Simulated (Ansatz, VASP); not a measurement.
**ZnSe: VASP beside Ansatz**

File INCAR:

```
SYSTEM = ZnSe
PREC = Accurate ; ENCUT = 520
EDIFF = 1E-6 ; ISMEAR = 0
SIGMA = 0.05 ; LREAL = .FALSE.
LASPH = .TRUE. ; NELM = 60
ALGO = Normal ; ISIF = 2
LWAVE = .FALSE. ; LCHARG = .FALSE.
GGA = PE ; NBANDS = 16
```

File KPOINTS:

```
regular mesh
0
G
  10 10 10
  0 0 0
```

File POSCAR:

```
ZnSe
1.0
    0.0000000000      2.8524119708      2.8524119708
    2.8524119708      0.0000000000      2.8524119708
    2.8524119708      2.8524119708      0.0000000000
Zn Se
1 1
Direct
    0.0000000000      0.0000000000      0.0000000000
    0.7500000000      0.7500000000      0.7500000000
```

Input for Ansatz:

```yaml
crystal:
  lattice:
    - [0.0, 2.8524119708, 2.8524119708]
    - [2.8524119708, 0.0, 2.8524119708]
    - [2.8524119708, 2.8524119708, 0.0]
  atoms:
    - { symbol: Zn, position: [0.0, 0.0, 0.0] }
    - { symbol: Se, position: [0.75, 0.75, 0.75] }
basis:
  ecutwfc: 420
  ecutrho_ratio: 4
kpoints:
  mp_grid: { grid: [10, 10, 10] }
hamiltonian:
  xc: pbe
scf:
  occupations: { method: gaussian, width: 0.05 }
output:
  forces: true
  stress: true
  eigenvalues: true
```

Alike in both runs: task single point; functional PBE; k mesh 10 × 10 × 10; occupations gaussian, width 0.05 eV; no spin polarisation.

```csv
,VASP,Ansatz
version,VASP 6.6.1,Ansatz 0.2.0
potentials or method,"VASP PAW PBE potentials, release 64 (Zn, Se), cutoff 520 eV","scalar-relativistic, plane waves, PAW"
valence electrons in the cell,18,28
```

|  | VASP | Ansatz | Ansatz less VASP |
| --- | --- | --- | --- |
| gap on the k mesh at the Fermi level (eV) | 1.21 | 1.21 | -0.002 |
| least direct gap on the mesh (eV) | 1.21 | 1.21 | -0.002 |
| pressure (GPa) | 1.1 | 0.9 | -0.22 |

The functional is the same, so the differences come from potentials, cutoffs and numerics. VASP's potentials hold 18 valence electrons a cell and Ansatz's 28, so a difference there can come from the potentials and not from the codes.
